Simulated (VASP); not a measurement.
# Ni (Fm-3m) in VASP: single point with PBE

Aim: the single point of Ni with PBE.

Program: VASP 6.6.1. These are calculated values, not measurements. Logs are shortened: lines on timing, memory, paths and dates and some standing lists are left out, and cuts for length are marked.

## (1) The cell of the first run

It takes space group Fm-3m (No. 225, cubic). Conventional cell: a = 3.517 Å, b = 3.517 Å, c = 3.517 Å, α = 90.00°, β = 90.00°, γ = 90.00°. Ni (site symmetry m-3m) has 12 Ni at 2.49 Å within 3.3 Å.

## (2) Single point, PBE, collinear spin, ferromagnetic start

INCAR reads:

```
SYSTEM = Ni
ALGO     = Normal         ! electronic algorithm
EDIFF    = 1E-6           ! SCF threshold, eV
ENCUT    = 520            ! plane-wave cutoff, eV
GGA      = PE             ! functional
ISIF     = 2              ! what is computed and relaxed
ISMEAR   = -1             ! smearing method
ISPIN    = 2              ! spin polarisation
ISYM     = 0            
LASPH    = .True.         ! aspherical terms in the spheres
LCHARG   = .False.        ! write CHGCAR
LMAXMIX  = 4              ! l up to which the mixer works
LORBIT   = 11             ! projections on sites
LREAL    = .False.        ! projectors in reciprocal space
LWAVE    = .False.        ! write WAVECAR
MAGMOM   = 2 2            ! initial moments
NBANDS   = 21             ! bands
NELM     = 150            ! most SCF steps
PREC     = Accurate       ! precision mode
SIGMA    = 0.1            ! smearing width, eV
```

KPOINTS reads:

```
k-points
0
Gamma
  13 13 7
  0 0 0
```

POSCAR reads:

```
Ni
1.0
    0.0000000000      1.7585000000      1.7585000000
    1.7585000000      0.0000000000      1.7585000000
    3.5170000000      3.5170000000      0.0000000000
Ni
2
Direct
    0.0000000000      0.0000000000      0.0000000000
    0.0000000000      0.0000000000      0.5000000000
```

Potentials or basis: VASP PAW PBE potentials, release 64 (Ni).

Launch:

```sh
$ cat potpaw_PBE.64/Ni/POTCAR > POTCAR
$ mpirun -np 1 vasp_std > vasp.out
```

OUTCAR:

```text
SYSTEM = Ni
   EDIFF = 1E-6
   ENCUT = 520
   GGA = PE
   ISIF = 2
   ISMEAR = -1
   ISPIN = 2
   ISYM = 0
   LASPH = .True.
   LORBIT = 11
   LREAL = .False.
   NELM = 150
   PREC = Accurate

 ion  position               nearest neighbor table
   1  0.000  0.000  0.000-   2 2.49   2 2.49   2 2.49   2 2.49   2 2.49   2 2.49
   2  0.000  0.000  0.500-   1 2.49   1 2.49   1 2.49   1 2.49   1 2.49   1 2.49

IMPORTANT INFORMATION: All symmetrisations will be switched off!
NOSYMM: (Re-)initialisation of all symmetry stuff for point group C_1.

----------------------------------------------------------------------------------------

                                     Primitive cell

  volume of cell :      21.7514

  direct lattice vectors                    reciprocal lattice vectors
     0.000000000  1.758500000  1.758500000    -0.284333239  0.284333239  0.284333239
     1.758500000  0.000000000  1.758500000     0.284333239 -0.284333239  0.284333239
     3.517000000  3.517000000  0.000000000     0.142166619  0.142166619 -0.142166619

  length of vectors
     2.486894549  2.486894549  4.973789099     0.492479615  0.492479615  0.246239808

  position of ions in fractional coordinates (direct lattice)
     0.000000000  0.000000000  0.000000000
     0.000000000  0.000000000  0.500000000

  ion indices of the primitive-cell ions
   primitive index   ion index
                 1           1
                 2           2

----------------------------------------------------------------------------------------

 KPOINTS: k-points

Automatic generation of k-mesh.
 Grid dimensions read from file:
 generate k-points for:   13   13    7

 Generating k-lattice:

  Cartesian coordinates                     Fractional coordinates (reciprocal lattice)
    -0.021871788  0.021871788  0.021871788     0.076923077  0.000000000  0.000000000
     0.021871788 -0.021871788  0.021871788     0.000000000  0.076923077  0.000000000
     0.020309517  0.020309517 -0.020309517     0.000000000  0.000000000  0.142857143

  Length of vectors
     0.037883047  0.037883047  0.035177115

  Shift w.r.t. Gamma in fractional coordinates (k-lattice)
     0.000000000  0.000000000  0.000000000

 -----------------------------------------------------------------------------
|                                                                             |
|           W    W    AA    RRRRR   N    N  II  N    N   GGGG   !!!           |
|           W    W   A  A   R    R  NN   N  II  NN   N  G    G  !!!           |
|           W    W  A    A  R    R  N N  N  II  N N  N  G       !!!           |
|           W WW W  AAAAAA  RRRRR   N  N N  II  N  N N  G  GGG   !            |
|           WW  WW  A    A  R   R   N   NN  II  N   NN  G    G                |
|           W    W  A    A  R    R  N    N  II  N    N   GGGG   !!!           |
|                                                                             |
|     Your reciprocal lattice and k-lattice belong to different lattice       |
|     classes:                                                                |
|                                                                             |
|        The reciprocal lattice is rhombohedral (trigonal),                   |
|        whereas your k-lattice is base-centered monoclinic.                  |
|                                                                             |
|     Results are often still useful ...                                      |
|                                                                             |
 -----------------------------------------------------------------------------

 WARNING: IBZKPT: internal override: KBLOWUP is changed to .FALSE.
      ... skipping the blow-up phase ...

 Subroutine IBZKPT returns following result:
 ===========================================

 Found    592 irreducible k-points:

 Following reciprocal coordinates:
            Coordinates               Weight
  0.000000  0.000000  0.000000      1.000000
  0.076923  0.000000  0.000000      2.000000
  0.153846  0.000000  0.000000      2.000000
  0.230769  0.000000  0.000000      2.000000
  0.307692  0.000000  0.000000      2.000000
  0.384615  0.000000  0.000000      2.000000
[... 16 lines left out ...]
  0.153846  0.153846  0.000000      2.000000
  0.230769  0.153846  0.000000      2.000000
 [... further k-points ...]
   k-points           NKPTS =    592   k-points in BZ     NKDIM =    592   number of bands    NBANDS=     21
   number of dos      NEDOS =    301   number of ions     NIONS =      2
   total plane-waves  NPLWV =  12960
   dimension x,y,z NGX =    18 NGY =   18 NGZ =   40
   dimension x,y,z NGXF=    36 NGYF=   36 NGZF=   80
   ions per type =               2
   NGX,Y,Z   is equivalent  to a cutoff of  12.03, 12.03, 13.37 a.u.
   NGXF,Y,Z  is equivalent  to a cutoff of  24.07, 24.07, 26.74 a.u.
 SYSTEM =  Ni
   PREC   = accura    normal or accurate (medium, high low for compatibility)
   ISTART =      0    job   : 0-new  1-cont  2-samecut
   ICHARG =      2    charge: 1-file 2-atom 10-const
   ISPIN  =      2    spin polarized calculation?
   LNONCOLLINEAR =      F non collinear calculations
   LSORBIT =      F    spin-orbit coupling
   LASPH  =      T    aspherical Exc in radial PAW
   ENCUT  =  520.0 eV  38.22 Ry    6.18 a.u.   4.62  4.62  9.25*2*pi/ulx,y,z
   NELM   =    150;   NELMIN=  2; NELMDL= -5     # of ELM steps
   EDIFF  = 0.1E-05   stopping-criterion for ELM
   LREAL  =      F    real-space projection
   EDIFFG = 0.1E-04   stopping-criterion for IOM
   NSW    =      0    number of steps for IOM
   IBRION =     -1    ionic relax: 0-MD 1-quasi-New 2-CG
   NFREE  =      0    steps in history (QN), initial steepest desc. (CG)
   ISIF   =      2    stress and relaxation
   ISYM   =      0    0-nonsym 1-usesym 2-fastsym
   POTIM  = 0.5000    time-step for ionic-motion
   TEBEG  =    0.0;   TEEND  =   0.0 temperature during run
   PSTRESS=    0.0 pullay stress
   NELECT =      20.0000    total number of electrons
   NUPDOWN=      -1.0000    fix difference up-down
   EMIN   =  10.00;   EMAX   =-10.00  energy-range for DOS
   EFERMI =   0.00;   METHOD = LEGACY
   ISMEAR =    -1;   SIGMA  =   0.10  broadening in eV -4-tet -1-fermi 0-gaus
   EFERMI_NEDOS =   21; number of points for ismear=-14 and -15
   IALGO  =     38    algorithm
   IMIX   =      4    mixing-type and parameters
     AMIX     =   0.40;   BMIX     =  1.00
     AMIX_MAG =   1.60;   BMIX_MAG =  1.00
  volume/ion in A,a.u.               =      10.88        73.39
  Fermi-wavevector in a.u.,A,eV,Ry     =   1.591924  3.008301 34.480204  2.534224
  Thomas-Fermi vector in A             =   2.690389
   LORBIT       =     11    0 simple, 1 ext, 2 COOP (PROOUT), +10 PAW based schemes
   GGA     = PE    functional components
   LHFCALC =     F    Hartree Fock is set to
   AEXX    =    0.0000 exact exchange contribution
   IVDW    =     0    specifies the selected vdW correction
   LEPSILON=     F    determine dielectric tensor
   LRPA    =     F    only Hartree local field effects (RPA)
 spin polarized calculation
  energy-cutoff  :      520.00
  volume of cell :       21.75
 maximum number of plane-waves:       599
   NGX =  9   NGY =  9   NGZ = 19

 number of electron      20.0000023 magnetization       1.2151597

 Free energy of the ion-electron system (eV)
  ---------------------------------------------------
  ext. energy  EPLUGINS =         0.00000000
  ---------------------------------------------------
  free energy    TOTEN  =       -10.99767173 eV

  energy without entropy =      -10.89097440  energy(sigma->0) =      -10.94432307

 E-fermi :   9.3702     XC(G=0): -13.2577

 val. band max:        9.3687965702   @ k =  -0.0769   0.3077   0.2857
 cond. band min:       9.3719262086   @ k =   0.3846   0.0000   0.1429
 fundamental gap:      0.0031296384
 Fermi energy:         9.3701898081

 spin component 1

 k-point     1 :       0.0000    0.0000    0.0000
  band No.  band energies     occupation
      1       0.3674      1.00000
      2       4.5557      1.00000
      3       6.9666      1.00000
      4       6.9675      1.00000
      5       6.9682      1.00000
      6       6.9759      1.00000
[... 13 lines left out ...]
     20      36.9696      0.00000
     21      36.9701      0.00000

 k-point     2 :       0.0769    0.0000    0.0000
  band No.  band energies     occupation
      1       0.5985      1.00000
      2       4.6767      1.00000
      3       6.8830      1.00000
      4       6.9089      1.00000
      5       7.0172      1.00000
      6       7.0187      1.00000
[... 13 lines left out ...]
     20      36.4606      0.00000
     21      38.7532      0.00000

 k-point     3 :       0.1538    0.0000    0.0000
  band No.  band energies     occupation
      1       1.2714      1.00000
      2       4.9923      1.00000
      3       6.5889      1.00000
      4       6.7665      1.00000
      5       7.1303      1.00000
      6       7.1323      1.00000
[... 13 lines left out ...]
     20      35.6357      0.00000
     21      41.0537      0.00000
[... 457 lines left out ...]
 k-point    23 :       0.1538    0.1538    0.0000
  band No.  band energies     occupation
      1       1.5657      1.00000
      2       4.8933      1.00000
      3       6.5612      1.00000
      4       6.7502      1.00000
      5       6.8972      1.00000
      6       7.3033      1.00000
[... 13 lines left out ...]
     20      33.3430      0.00000
     21      39.2836      0.00000

 k-point    24 :       0.2308    0.1538    0.0000
  band No.  band energies     occupation
      1       2.3276      1.00000
      2       5.1065      1.00000
      3       6.3757      1.00000
      4       6.4189      1.00000
      5       6.6375      1.00000
      6       7.3552      1.00000
[... 13 lines left out ...]
     20      35.4716      0.00000
     21      37.7642      0.00000

 [... further k-points ...]

 spin component 2

 k-point     1 :       0.0000    0.0000    0.0000
  band No.  band energies     occupation
      1       0.3359      1.00000
      2       4.9711      1.00000
      3       7.5800      1.00000
      4       7.5803      1.00000
      5       7.6870      1.00000
      6       7.6871      1.00000
[... 13 lines left out ...]
     20      36.9621      0.00000
     21      36.9844      0.00000

 k-point     2 :       0.0769    0.0000    0.0000
  band No.  band energies     occupation
      1       0.5673      1.00000
      2       5.0932      1.00000
      3       7.4476      1.00000
      4       7.6207      1.00000
      5       7.6750      1.00000
      6       7.7392      1.00000
[... 13 lines left out ...]
     20      36.4826      0.00000
     21      38.8814      0.00000

 k-point     3 :       0.1538    0.0000    0.0000
  band No.  band energies     occupation
      1       1.2429      1.00000
      2       5.4112      1.00000
      3       7.0233      1.00000
      4       7.4544      1.00000
      5       7.6887      1.00000
      6       7.8474      1.00000
[... 13 lines left out ...]
     20      35.6959      0.00000
     21      41.0009      0.00000
[... 457 lines left out ...]
 k-point    23 :       0.1538    0.1538    0.0000
  band No.  band energies     occupation
      1       1.5374      1.00000
      2       5.2071      1.00000
      3       7.2014      1.00000
      4       7.2470      1.00000
      5       7.4427      1.00000
      6       7.9340      1.00000
[... 13 lines left out ...]
     20      33.2772      0.00000
     21      39.4897      0.00000

 k-point    24 :       0.2308    0.1538    0.0000
  band No.  band energies     occupation
      1       2.3071      1.00000
      2       5.3572      1.00000
      3       6.9092      1.00000
      4       7.0424      1.00000
      5       7.2246      1.00000
      6       7.9981      1.00000
[... 13 lines left out ...]
     20      35.4815      0.00000
     21      37.9580      0.00000

 [... further k-points ...]

------------------------ aborting loop because EDIFF is reached ----------------------------------------

  FORCE on cell =-STRESS in cart. coord.  units (eV):
  Direction    XX          YY          ZZ          XY          YZ          ZX
  --------------------------------------------------------------------------------------
  -------------------------------------------------------------------------------------
  Total        0.0543651      0.0543631      0.0500910      0.0059466      0.0006749      0.0006758
  in kB        4.0044609      4.0043130      3.6896316      0.4380197      0.0497158      0.0497790
  external PRESSURE =       3.8994685 kB  Pullay stress =       0.0000000 kB

 VOLUME and BASIS-vectors are now :
 -----------------------------------------------------------------------------
  energy-cutoff  :      520.00
  volume of cell :       21.75
      direct lattice vectors                 reciprocal lattice vectors
     0.000000000  1.758500000  1.758500000    -0.284333239  0.284333239  0.284333239
     1.758500000  0.000000000  1.758500000     0.284333239 -0.284333239  0.284333239
     3.517000000  3.517000000  0.000000000     0.142166619  0.142166619 -0.142166619

 POSITION                                       TOTAL-FORCE (eV/Angst)
 -----------------------------------------------------------------------------------
      0.00000      0.00000      0.00000         0.000000     -0.000000      0.000000
      1.75850      1.75850      0.00000        -0.000000      0.000000     -0.000000
 -----------------------------------------------------------------------------------
    total drift:                                0.000000     -0.000001     -0.000001

  FREE ENERGIE OF THE ION-ELECTRON SYSTEM (eV)
  ---------------------------------------------------
  free  energy   TOTEN  =       -10.9976717323 eV

  energy  without entropy=      -10.8909744045  energy(sigma->0) =      -10.94432307

 total charge

# of ion       s       p       d       tot
------------------------------------------
    1        0.497   0.498   8.315   9.311
    2        0.497   0.498   8.315   9.311
--------------------------------------------------
tot          0.995   0.996  16.630  18.621

 magnetization (x)

# of ion       s       p       d       tot
------------------------------------------
    1       -0.006  -0.024   0.649   0.619
    2       -0.006  -0.024   0.649   0.619
--------------------------------------------------
tot         -0.013  -0.047   1.298   1.238
```

Run time: 14 min. Hardware: 1 thread of Intel Xeon 8259CL, shared host; peak memory 0.45 GiB.

What came out:

```
Free energy                                           : -10.9977 eV
Pressure                                              : 0.4 GPa
Net moment                                            : 1.22 μB per cell
Site moments                                          : Ni +0.62 μB
Valence electrons inside the program's atomic spheres : Ni 9.31
```

Levels at points of the mesh, in eV from the Fermi level:
Spin up:
```csv
k point,band 9,band 10,band 11,band 12,band 13,band 14
"(0.00, 0.00, 0.00)",-1.24,-0.57,-0.57,-0.28,5.69,22.23
```
Spin down:
```
           k point  band 7  band 8  band 9  band 10  band 11  band 12
(0.00, 0.00, 0.00)   -1.68   -0.66   -0.66    -0.34     0.15     0.15
```
